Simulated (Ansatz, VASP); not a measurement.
# One calculation of ZnS, two programs

```
Zn S
1.0
    -0.02705    2.69113    2.69113
     2.69113   -0.02705    2.69113
     2.69113    2.69113   -0.02705
Zn S
1 1
Cartesian
  0.0000 0.0000 0.0000
  4.0164 4.0164 4.0164
```

Change from the starting cell: equal xy, yz and zx shear strains of -1 %, PAW files.

Alike in both runs: task electric field gradients; functional PBEsol; k mesh 8 × 8 × 8; occupations fermi-dirac, width 0.01 eV; no spin polarisation.

|  | VASP | Ansatz |
| --- | --- | --- |
| version | VASP 6.6.1 | Ansatz 0.2.0 |
| potentials or method | VASP PAW PBE potentials, release 64 (Zn, S) | PAW with Ansatz's default frozen-core files, scalar-relativistic |
| plane-wave cutoff (eV) | 520 | 420 |
| valence electrons in the cell | 18 | 18 |

|  | VASP | Ansatz | Ansatz less VASP |
| --- | --- | --- | --- |
| gap on the k mesh at the Fermi level (eV) | 1.93 | 1.92 | -0.005 |
| pressure (GPa) | -2.0 | -2.1 | -0.18 |
| traceless stress, the component that is largest in VASP (GPa) | 0.68 | 0.68 | -0.004 |
| rms of the force components (eV/Å) | 0.055 | 0.054 | -0.0007 |
| size of Vzz on the site where it differs most (V/Å²) | 6.3 | 5.8 | -0.51 |

VASP's potentials were made for PBE, not for PBEsol. Atom by atom the forces differ by 0.001 eV/Å (rms over components). The functional is the same, so the differences come from potentials, cutoffs and numerics.
